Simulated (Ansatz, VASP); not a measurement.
## Two plane-wave programs on C

```
C
1.0
     3.57155    0.00000   -3.57155
     0.00000    3.57155   -3.57155
     3.57155    3.57155    0.00000
C
15
Direct
  0.25000 0.25000 0.25000
  0.25000 0.75000 0.75000
  0.25000 0.75000 0.25000
  0.75000 0.25000 0.75000
  0.75000 0.25000 0.25000
  0.75000 0.75000 0.75000
  0.75000 0.75000 0.25000
  0.12500 0.12500 0.12500
  0.12500 0.12500 0.62500
  0.12500 0.62500 0.12500
  0.33190 0.48438 0.59186
  0.62500 0.12500 0.12500
  0.62500 0.12500 0.62500
  0.62500 0.62500 0.12500
  0.62500 0.62500 0.62500
```

Change from the starting cell: C vacancy; atom 11 moved 0.375 of the way to it and -0.700 Å across, host rigid.

Alike in both runs: task single point; functional PBE; k mesh 6 × 6 × 6; occupations gaussian, width 0.05 eV; no spin polarisation.

|  | VASP | Ansatz |
| --- | --- | --- |
| version | VASP 6.6.1 | Ansatz 0.2.0 |
| potentials or method | VASP PAW PBE potentials, release 64 (C), cutoff 520 eV | scalar-relativistic, plane waves, PAW |
| valence electrons in the cell | 60 | 60 |

|  | VASP | Ansatz | Ansatz less VASP |
| --- | --- | --- | --- |
| gap on the k mesh at the Fermi level (eV) | none | none | - |
| pressure (GPa) | -2.4 | -3.3 | -0.88 |
| traceless stress, the component that is largest in VASP (GPa) | 17.76 | 17.78 | +0.025 |
| rms of the force components (eV/Å) | 1.934 | 1.937 | +0.0029 |

Atom by atom the forces differ by 0.009 eV/Å (rms over components). A gap of «none» marks a metal or a gap that the smearing closes.
